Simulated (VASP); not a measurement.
TaTe, 2 atoms in the cell. It takes space group Pm-3m (No. 221, cubic). Conventional cell: a = 3.420 Å, b = 3.420 Å, c = 3.420 Å, α = 90.00°, β = 90.00°, γ = 90.00°. Ta (site symmetry m-3m) has 8 Te at 2.96 Å and 6 Ta at 3.42 Å within 3.9 Å. Te (site symmetry m-3m) has 8 Ta at 2.96 Å and 6 Te at 3.42 Å within 3.9 Å. 

* Program: VASP 6.6.1
* Task: density of states
* Functional: PBE
* Potentials or basis: VASP PAW PBE potentials, release 64 (Ta_pv, Te)
* Cutoff: 520 eV
* k mesh: 8 × 8 × 8
* Occupations: fermi-dirac, width 0.05 eV
* Spin: no spin polarisation
* Dipole correction: no
* k mesh for the DOS: 12 × 12 × 12
* Occupations for the DOS: tetrahedron
* Further INCAR settings: ALGO = Normal; EDIFF = 1e-06

Potentials or basis: VASP PAW PBE potentials, release 64 (Ta_pv, Te).

Run with:

```sh
$ cat potpaw_PBE.64/Ta_pv/POTCAR potpaw_PBE.64/Te/POTCAR > POTCAR
$ cp INCAR.step1 INCAR
$ cp KPOINTS.step1 KPOINTS
$ mpirun -np 1 vasp_std > vasp.out
$ cp INCAR.step2 INCAR
$ cp KPOINTS.step2 KPOINTS
$ mpirun -np 1 vasp_std > vasp.out
```

Hardware: 1 thread of AMD EPYC 7R13 (shared host).

How long does it take, and how much memory?

Wall time 75 s on 1 thread of AMD EPYC 7R13, on a shared host, peak memory 0.16 GiB. Counts: k points 84.
